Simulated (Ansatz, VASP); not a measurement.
# Two plane-wave programs on FeO

```
Fe O
1.0
     1.51882    0.87689    2.51958
    -1.51882    0.87689    2.51958
     0.00000   -1.75378    2.51958
Fe O
1 1
Direct
  0.00000 0.00000 0.00000
  0.50000 0.50000 0.50000
```

Alike in both runs: functional r2SCAN; k mesh 9 × 9 × 9; occupations fermi-dirac, width 0.05 eV; collinear spin.

|  | VASP | Ansatz |
| --- | --- | --- |
| version | VASP 6.6.1 | Ansatz 0.2.0 |
| potentials or method | VASP PAW PBE potentials, release 64 (Fe, O) | Ansatz PAW |
| plane-wave cutoff (eV) | 520 | 500 |
| valence electrons in the cell | 14 | 22 |
| task | single point | band structure |

VASP gave:

- gap on the k mesh at the Fermi level (eV): none
- pressure (GPa): -7.0
- traceless stress, the component that is largest in VASP (GPa): -1.00
- net moment per atom (μB): 2.00
- size of the moment on the site where the two differ most (μB): 3.69

Question: Estimate Ansatz's values.

Answer: gap on the k mesh at the Fermi level (eV): none; pressure (GPa): -5.7; traceless stress, the component that is largest in VASP (GPa): -0.31; net moment per atom (μB): 2.00; size of the moment on the site where the two differ most (μB): 3.52.

VASP's potentials were made for PBE, not for r2SCAN. Site moments also hang on the region over which each program counts them. A gap of «none» marks a metal or a gap that the smearing closes. VASP's potentials hold 14 valence electrons a cell and Ansatz's 22, so a difference there can come from the potentials and not from the codes.

Noted on Ansatz's run: the magnetic or orbital state may not be the lowest.
